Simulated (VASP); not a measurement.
# C (a cell with a defect) in VASP: single point with LDA

Aim: the single point of C (a cell with a defect) with LDA.

Program: VASP 6.6.1. These are calculated values, not measurements. Logs are shortened: lines on timing, memory, paths and dates and some standing lists are left out, and cuts for length are marked.

**1. The cell of the first run**

The cell holds a defect, 63 atoms: a = 7.140 Å, b = 7.140 Å, c = 7.140 Å, α = 90.00°, β = 90.00°, γ = 90.00°.

**2. Single point, LDA**

Input file INCAR:

```
SYSTEM = C
PREC = Accurate ; ENCUT = 520
EDIFF = 1E-6 ; ISMEAR = 0
SIGMA = 0.02 ; LREAL = Auto
LASPH = .TRUE. ; NELM = 60
ALGO = Normal ; ISIF = 2
LWAVE = .FALSE. ; LCHARG = .FALSE.
NELECT = 254.0 ; NBANDS = 163
```

Input file KPOINTS:

```
Automatic mesh
0
G
  2 2 2
  0 0 0
```

Input file POSCAR:

```
C
1.0
    7.1400000000      0.0000000000      0.0000000000
    0.0000000000      7.1400000000      0.0000000000
    0.0000000000      0.0000000000      7.1400000000
C
63
Direct
    0.5009760504      0.0028252101      0.0014514006
    0.6276168067      0.1287843137      0.1285380952
    0.7522044818      0.2589063025      0.0094764706
    0.8898305322      0.3851642857      0.1379438375
    0.7509259104     -0.0012861345      0.2513831933
    0.8749729692      0.1230396359      0.3753343137
   -0.0007669468      0.0000652661     -0.0011852941
    0.1265556022      0.1230515406      0.1243168067
    0.2518855742      0.2506378151      0.0004553221
    0.3785887955      0.3771780112      0.1262373950
    0.5022019608      0.5045491597      0.0020932773
    0.6209511204      0.6371617647      0.1194647059
    0.7465649860      0.7519473389     -0.0015808123
    0.8751121849      0.8732806723      0.1227365546
    0.2493424370     -0.0008389356      0.2488973389
    0.3758501401      0.1255651261      0.3759820728
    0.5064694678      0.2558487395      0.2533952381
    0.6313922969      0.3773040616      0.3883754902
    0.8343260504      0.5410229692      0.3146121849
    0.4976491597     -0.0000270308      0.4997121849
    0.6238767507      0.1234871148      0.6276015406
    0.7479831933      0.2464152661      0.5046525210
    0.8742893557      0.3700607843      0.6258509804
    0.7483091036      0.0020488796      0.7522497199
    0.8751589636      0.1282844538      0.8787205882
    0.0043145658      0.5003547619     -0.0004528011
    0.1281610644      0.6267850140      0.1205861345
    0.2509932773      0.7507788515     -0.0027123249
    0.3745303922      0.8771780112      0.1251577031
    0.0058418768      0.2464463585      0.2496613445
    0.1281712885      0.3687698880      0.3752855742
    0.2515570028      0.4997102241      0.2497051821
    0.3758557423      0.6237599440      0.3735983193
    0.5002621849      0.7511952381      0.2474684874
    0.6233883754      0.8740658263      0.3771138655
   -0.0024147059     -0.0039784314      0.4986974790
    0.1240519608      0.1227231092      0.6245767507
    0.2516266106      0.2481064426      0.5006621849
    0.3744612045      0.3753427171      0.6261878151
    0.5012130252      0.4995366947      0.5024549020
    0.6224560224      0.6278401961      0.6267661064
    0.7375672269      0.7524684874      0.5047414566
    0.8702200280      0.8720056022      0.6225750700
    0.2488764706     -0.0008014006      0.7492574230
    0.3754088235      0.1257655462      0.8757217087
    0.5004780112      0.2511100840      0.7524634454
    0.6262943978      0.3781263305      0.8788212885
    0.7500411765      0.5005002801      0.7504112045
    0.8739694678      0.6244904762      0.8748162465
   -0.0019460784      0.7438595238      0.2370390756
    0.1192392157      0.8685840336      0.3715211485
   -0.0108661064      0.4848525210      0.4870581232
    0.1156543417      0.6224347339      0.6155180672
    0.2459238095      0.7471184874      0.4964393557
    0.3718735294      0.8736831933      0.6234844538
   -0.0003172269      0.2488507003      0.7512703081
    0.1257128852      0.3750247899      0.8738971989
    0.2461064426      0.4994882353      0.7461478992
    0.3722697479      0.6262831933      0.8724372549
    0.4967798319      0.7503291317      0.7505651261
    0.6243557423      0.8778425770      0.8743785714
   -0.0035841737      0.7481816527      0.7462015406
    0.1234172269      0.8741142857      0.8724897759
```

Potentials or basis: VASP PAW LDA potentials, release 64 (C).

Launch:

```sh
cat potpaw_LDA.64/C/POTCAR > POTCAR
mpirun -np 1 vasp_std > vasp.out
```

OUTCAR:

```text
SYSTEM = C
   PREC = Accurate
   ENCUT = 520
   EDIFF = 1E-6
   ISMEAR = 0
   LREAL = Auto
   LASPH = .TRUE.
   NELM = 60
   ISIF = 2
   NELECT = 254.0

 ion  position               nearest neighbor table
   1  0.501  0.003  0.001-  45 1.54  61 1.55  29 1.55   2 1.57
   2  0.628  0.129  0.129-  17 1.54   3 1.54   5 1.55   1 1.57
   3  0.752  0.259  0.009-   2 1.54  47 1.55  25 1.58   4 1.62
   4  0.890  0.385  0.138-  30 1.52  26 1.52   3 1.62  19 1.73
   5  0.751  0.999  0.251-   6 1.53   2 1.55  35 1.56  14 1.56
   6  0.875  0.123  0.375-   5 1.53  36 1.54  22 1.57  30 1.57
   7  0.999  0.000  0.999-  25 1.54  14 1.55   8 1.55  63 1.55
   8  0.127  0.123  0.124-  30 1.52  15 1.53   7 1.55   9 1.55
   9  0.252  0.251  0.000-  45 1.54   8 1.55  57 1.55  10 1.56
  10  0.379  0.377  0.126-  32 1.54  11 1.55  17 1.55   9 1.56
  11  0.502  0.505  0.002-  12 1.52  47 1.54  10 1.55  59 1.57
  12  0.621  0.637  0.119-  13 1.49  34 1.50  11 1.52
  13  0.747  0.752  0.998-  12 1.49  61 1.53  14 1.54  49 1.56
  14  0.875  0.873  0.123-  50 1.51  13 1.54   7 1.55   5 1.56
  15  0.249  0.999  0.249-  29 1.53   8 1.53  16 1.57  51 1.58
  16  0.376  0.126  0.376-  20 1.53  38 1.53  15 1.57  17 1.58
  17  0.506  0.256  0.253-   2 1.54  10 1.55  18 1.57  16 1.58
  18  0.631  0.377  0.388-  22 1.50  40 1.51  17 1.57  19 1.93
[... 21 lines left out ...]
  40  0.501  0.500  0.502-  18 1.51  41 1.54  39 1.54  33 1.56
  41  0.622  0.628  0.627-  42 1.49  60 1.53  40 1.54  48 1.56
  42  0.738  0.752  0.505-  41 1.49  35 1.50  43 1.53
  43  0.870  0.872  0.623-  42 1.53  62 1.54  36 1.55  24 1.57
  44  0.249  0.999  0.749-  37 1.54  63 1.54  55 1.54  45 1.56
  45  0.375  0.126  0.876-   9 1.54  46 1.54   1 1.54  44 1.56
  46  0.500  0.251  0.752-  45 1.54  21 1.55  39 1.55  47 1.56
  47  0.626  0.378  0.879-  11 1.54  48 1.54   3 1.55  46 1.56
  48  0.750  0.501  0.750-  49 1.53  47 1.54  41 1.56  23 1.56
[... 13 lines left out ...]
  62  0.996  0.748  0.746-  43 1.54  49 1.55  53 1.55  63 1.56
  63  0.123  0.874  0.872-  44 1.54  28 1.55   7 1.55  62 1.56

  LATTYP: Found a simple cubic cell.
 ALAT       =     7.1400000000

  Lattice vectors:

 A1 = (   7.1400000000,   0.0000000000,   0.0000000000)
 A2 = (   0.0000000000,   7.1400000000,   0.0000000000)
 A3 = (   0.0000000000,   0.0000000000,   7.1400000000)

Analysis of symmetry for initial positions (statically):
=====================================================================
 Subroutine PRICEL returns:
 Original cell was already a primitive cell.

 Routine SETGRP: Setting up the symmetry group for a
 simple cubic supercell.

 Subroutine GETGRP returns: Found  1 space group operations
 (whereof  1 operations were pure point group operations)
 out of a pool of 48 trial point group operations.

The static configuration has the point symmetry C_1 .

Analysis of symmetry for dynamics (positions and initial velocities):
=====================================================================
 Subroutine PRICEL returns:
 Original cell was already a primitive cell.

 Routine SETGRP: Setting up the symmetry group for a
 simple cubic supercell.

 Subroutine GETGRP returns: Found  1 space group operations
 (whereof  1 operations were pure point group operations)
 out of a pool of 48 trial point group operations.

The dynamic configuration has the point symmetry C_1 .

 Subroutine INISYM returns: Found  1 space group operations
 (whereof  1 operations are pure point group operations),
 and found     1 'primitive' translations

----------------------------------------------------------------------------------------

                                     Primitive cell

  volume of cell :     363.9943

  direct lattice vectors                    reciprocal lattice vectors
     7.140000000  0.000000000  0.000000000     0.140056022  0.000000000  0.000000000
     0.000000000  7.140000000  0.000000000     0.000000000  0.140056022  0.000000000
     0.000000000  0.000000000  7.140000000     0.000000000  0.000000000  0.140056022

  length of vectors
     7.140000000  7.140000000  7.140000000     0.140056022  0.140056022  0.140056022

[... 143 lines left out ...]
     0.000000000  0.070028011  0.000000000     0.000000000  0.500000000  0.000000000
     0.000000000  0.000000000  0.070028011     0.000000000  0.000000000  0.500000000

  Length of vectors
     0.070028011  0.070028011  0.070028011

  Shift w.r.t. Gamma in fractional coordinates (k-lattice)
     0.000000000  0.000000000  0.000000000

 Subroutine IBZKPT returns following result:
 ===========================================

 Found      8 irreducible k-points:

 Following reciprocal coordinates:
            Coordinates               Weight
  0.000000  0.000000  0.000000      1.000000
  0.500000  0.000000  0.000000      1.000000
  0.000000  0.500000  0.000000      1.000000
  0.000000  0.000000  0.500000      1.000000
  0.500000  0.500000  0.000000      1.000000
  0.000000  0.500000  0.500000      1.000000
  0.500000  0.000000  0.500000      1.000000
  0.500000  0.500000  0.500000      1.000000
   k-points           NKPTS =      8   k-points in BZ     NKDIM =      8   number of bands    NBANDS=    163
   number of dos      NEDOS =    301   number of ions     NIONS =     63
   total plane-waves  NPLWV = 157464
   dimension x,y,z NGX =    54 NGY =   54 NGZ =   54
   dimension x,y,z NGXF=   108 NGYF=  108 NGZF=  108
   ions per type =              63
   NGX,Y,Z   is equivalent  to a cutoff of  12.57, 12.57, 12.57 a.u.
   NGXF,Y,Z  is equivalent  to a cutoff of  25.15, 25.15, 25.15 a.u.
 SYSTEM =  C
   PREC   = accura    normal or accurate (medium, high low for compatibility)
   ISTART =      0    job   : 0-new  1-cont  2-samecut
   ICHARG =      2    charge: 1-file 2-atom 10-const
   ISPIN  =      1    spin polarized calculation?
   LNONCOLLINEAR =      F non collinear calculations
   LSORBIT =      F    spin-orbit coupling
   LASPH  =      T    aspherical Exc in radial PAW
   ENCUT  =  520.0 eV  38.22 Ry    6.18 a.u.  13.28 13.28 13.28*2*pi/ulx,y,z
   NELM   =     60;   NELMIN=  2; NELMDL= -5     # of ELM steps
   EDIFF  = 0.1E-05   stopping-criterion for ELM
   LREAL  =      T    real-space projection
   EDIFFG = 0.1E-04   stopping-criterion for IOM
   NSW    =      0    number of steps for IOM
   IBRION =     -1    ionic relax: 0-MD 1-quasi-New 2-CG
   NFREE  =      0    steps in history (QN), initial steepest desc. (CG)
   ISIF   =      2    stress and relaxation
   ISYM   =      2    0-nonsym 1-usesym 2-fastsym
   POTIM  = 0.5000    time-step for ionic-motion
   TEBEG  =    0.0;   TEEND  =   0.0 temperature during run
   PSTRESS=    0.0 pullay stress
   NELECT =     254.0000    total number of electrons
   NUPDOWN=      -1.0000    fix difference up-down
   EMIN   =  10.00;   EMAX   =-10.00  energy-range for DOS
   EFERMI =   0.00;   METHOD = LEGACY
   ISMEAR =     0;   SIGMA  =   0.02  broadening in eV -4-tet -1-fermi 0-gaus
   EFERMI_NEDOS =   21; number of points for ismear=-14 and -15
   IALGO  =     38    algorithm
   IMIX   =      4    mixing-type and parameters
     AMIX     =   0.40;   BMIX     =  1.00
     AMIX_MAG =   1.60;   BMIX_MAG =  1.00
  volume/ion in A,a.u.               =       5.78        38.99
  Fermi-wavevector in a.u.,A,eV,Ry     =   1.452071  2.744016 28.688024  2.108510
  Thomas-Fermi vector in A             =   2.569495
   LORBIT       =      0    0 simple, 1 ext, 2 COOP (PROOUT), +10 PAW based schemes
   GGA     = CA    functional components
   LHFCALC =     F    Hartree Fock is set to
   AEXX    =    0.0000 exact exchange contribution
   IVDW    =     0    specifies the selected vdW correction
   LEPSILON=     F    determine dielectric tensor
   LRPA    =     F    only Hartree local field effects (RPA)
 non-spin polarized calculation
 Gauss-broadening in eV      SIGMA  =   0.02
  energy-cutoff  :      520.00
  volume of cell :      363.99
 maximum number of plane-waves:      9808
 NGX is ok and might be reduce to    54
   NGX = 27   NGY = 27   NGZ = 27

 number of electron     253.9999997 magnetization

 Free energy of the ion-electron system (eV)
  ---------------------------------------------------
  ext. energy  EPLUGINS =         0.00000000
  ---------------------------------------------------
  free energy    TOTEN  =      -605.59851060 eV

  energy without entropy =     -605.59851060  energy(sigma->0) =     -605.59851060

 E-fermi :  11.7636     XC(G=0): -13.4526

 val. band max:       11.6058232502   @ k =   0.0000   0.0000   0.0000
 cond. band min:      12.7474119461   @ k =   0.0000   0.5000   0.0000
 fundamental gap:      1.1415886959
 Fermi energy:        11.7635838032

 k-point     1 :       0.0000    0.0000    0.0000
  band No.  band energies     occupation
      1     -11.8349      2.00000
      2      -9.6892      2.00000
      3      -9.6734      2.00000
      4      -9.6092      2.00000
      5      -9.6056      2.00000
      6      -9.4358      2.00000
[... 1125 lines left out ...]
    138      15.2974      0.00000
    139      15.3177      0.00000
 [bands above 139 left out]

------------------------ aborting loop because EDIFF is reached ----------------------------------------

  FORCE on cell =-STRESS in cart. coord.  units (eV):
  Direction    XX          YY          ZZ          XY          YZ          ZX
  --------------------------------------------------------------------------------------
  -------------------------------------------------------------------------------------
  Total       -3.7072347     -4.1951050     -3.8216928    -14.0933268    -13.1652817    -12.7199980
  in kB      -16.3179661    -18.4654026    -16.8217713    -62.0339547    -57.9490211    -55.9890361
  external PRESSURE =     -17.2017133 kB  Pullay stress =       0.0000000 kB

 VOLUME and BASIS-vectors are now :
 -----------------------------------------------------------------------------
  energy-cutoff  :      520.00
  volume of cell :      363.99
      direct lattice vectors                 reciprocal lattice vectors
     7.140000000  0.000000000  0.000000000     0.140056022  0.000000000  0.000000000
     0.000000000  7.140000000  0.000000000     0.000000000  0.140056022  0.000000000
     0.000000000  0.000000000  7.140000000     0.000000000  0.000000000  0.140056022

 POSITION                                       TOTAL-FORCE (eV/Angst)
 -----------------------------------------------------------------------------------
      3.57697      0.02017      0.01036        -0.000468     -0.005334      0.006654
      4.48118      0.91952      0.91776        -0.001259     -0.008542     -0.005895
      5.37074      1.84859      0.06766         0.008201      0.005888      0.003017
      6.35339      2.75007      0.98492        -0.045154      0.039906      0.041452
      5.36161      7.13082      1.79488        -0.000659     -0.002417      0.001482
      6.24731      0.87850      2.67989         0.006929      0.016652      0.006397
[... 55 lines left out ...]
      7.11441      5.34202      5.32788         0.004739      0.004841      0.008844
      0.88120      6.24118      6.22958        -0.000687      0.001648      0.005301
 -----------------------------------------------------------------------------------
    total drift:                                0.043240      0.030254      0.026310

  FREE ENERGIE OF THE ION-ELECTRON SYSTEM (eV)
  ---------------------------------------------------
  free  energy   TOTEN  =      -605.5985105969 eV

  energy  without entropy=     -605.5985105969  energy(sigma->0) =     -605.59851060
```

Run time: 15 min. Hardware: 1 thread of Intel Xeon Platinum 8375C at 2.90GHz (Ice Lake), shared host; peak memory 0.48 GiB.

Results:

| Property | Result |
| --- | --- |
| Free energy | -605.5985 eV |
| Largest force | 0.073 eV/Å |

Forces on the atoms (eV/Å):
```
C    0.000 -0.005  0.007
C   -0.001 -0.009 -0.006
C    0.008  0.006  0.003
C   -0.045  0.040  0.041
C   -0.001 -0.002  0.001
C    0.007  0.017  0.006
C    0.007 -0.003  0.010
C   -0.004 -0.004 -0.011
C    0.003  0.003  0.002
C    0.000 -0.007 -0.010
C    0.009  0.002  0.010
C    0.027 -0.022  0.028
C    0.016  0.005 -0.012
C   -0.006  0.012 -0.004
C   -0.013 -0.006  0.013
C    0.004 -0.006 -0.015
C    0.000 -0.004  0.008
C    0.011  0.021 -0.039
C    0.024  0.015 -0.026
C    0.010  0.003  0.003
C   -0.005 -0.006 -0.009
C    0.006 -0.002  0.004
C    0.004  0.006  0.000
C    0.014 -0.004 -0.005
C   -0.006  0.002  0.003
C   -0.003  0.002 -0.013
C    0.005 -0.018 -0.005
C    0.006  0.006  0.000
C    0.003 -0.007 -0.007
C   -0.001 -0.005  0.004
C    0.010 -0.002 -0.003
C   -0.012 -0.001 -0.004
C    0.003  0.004  0.011
C   -0.008  0.004  0.017
C   -0.010  0.018 -0.006
C   -0.003 -0.005 -0.001
C   -0.012  0.001 -0.013
C    0.000 -0.002  0.006
C    0.008 -0.005 -0.006
C   -0.008  0.009 -0.009
C   -0.009 -0.016  0.005
C    0.021 -0.019 -0.021
C    0.000  0.002 -0.006
C    0.003  0.006  0.004
C    0.000 -0.015 -0.007
C    0.003  0.003 -0.002
C   -0.012 -0.013 -0.007
C   -0.002 -0.001 -0.009
C    0.009  0.003  0.010
C   -0.045 -0.030  0.033
C   -0.007 -0.009 -0.001
C   -0.028  0.049 -0.027
C    0.001 -0.008  0.003
C    0.011  0.003  0.002
C    0.001  0.005  0.003
C    0.009 -0.004 -0.002
C   -0.003 -0.011  0.006
C    0.001  0.009  0.002
C    0.012 -0.017  0.014
C   -0.004  0.007  0.008
C   -0.013 -0.004  0.003
C    0.005  0.005  0.009
C   -0.001  0.002  0.005
```

Caveat: the k points lie up to 0.44 Å⁻¹ apart; the cell carries a net charge on a neutralising background, which shifts energy and pressure; the cell is charged against a uniform background, so pressure and absolute levels hang on convention.
